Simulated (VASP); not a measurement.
A run of VASP 6.6.1 is set up as follows.

File POSCAR:

```
BaTe
1.0
    0.0000000000      3.6030345821      3.5127122081
    3.6030345821      0.0000000000      3.5127122081
    3.6030345821      3.6030345821      0.0000000000
Ba Te
1 1
Direct
    0.0000000000      0.0000000000      0.0000000000
    0.5000000000      0.5000000000      0.5000000000
```

Contents of INCAR.step1:

```
ALGO = Normal
EDIFF = 1E-5
ENCUT = 520
GGA = PE
ISIF = 2
ISMEAR = 0
LASPH = T
LCHARG = F
LREAL = F
LWAVE = T
NBANDS = 15
NELM = 100
PREC = Accurate
SIGMA = 0.01
```

The input INCAR.step2:

```
ALGO = Normal
EDIFF = 1E-6
ENCUT = 520
GGA = PE
HFSCREEN = 0.2079
ISIF = 2
ISMEAR = 0
ISTART = 1
LASPH = T
LCHARG = F
LHFCALC = T
LREAL = F
LWAVE = F
NBANDS = 15
NELM = 100
PREC = Accurate
PRECFOCK = Normal
SIGMA = 0.01
```

Contents of KPOINTS:

```
k-points
0
Gamma
  4 4 4
```

Potentials or basis: VASP PAW PBE potentials, release 64 (Ba_sv, Te).

Run with:

```sh
$ cat potpaw_PBE.64/Ba_sv/POTCAR potpaw_PBE.64/Te/POTCAR > POTCAR
$ cp INCAR.step1 INCAR
$ mpirun -np 1 vasp_std > vasp.out
$ cp INCAR.step2 INCAR
$ mpirun -np 1 vasp_std > vasp.out
```

(1) Predict the band gap on the k mesh.

(2) What does it give for the pressure?

Answers

(1) 2.33 eV (least direct gap 2.76 eV).

(2) -0.9 GPa.

Caveat: the cell differs from its parent crystal (epitaxial xy strain +2.0%); the PAW data sets were made with another functional, which shifts forces and pressure a little; spin-orbit coupling is left out, which moves the levels of the heavy elements.
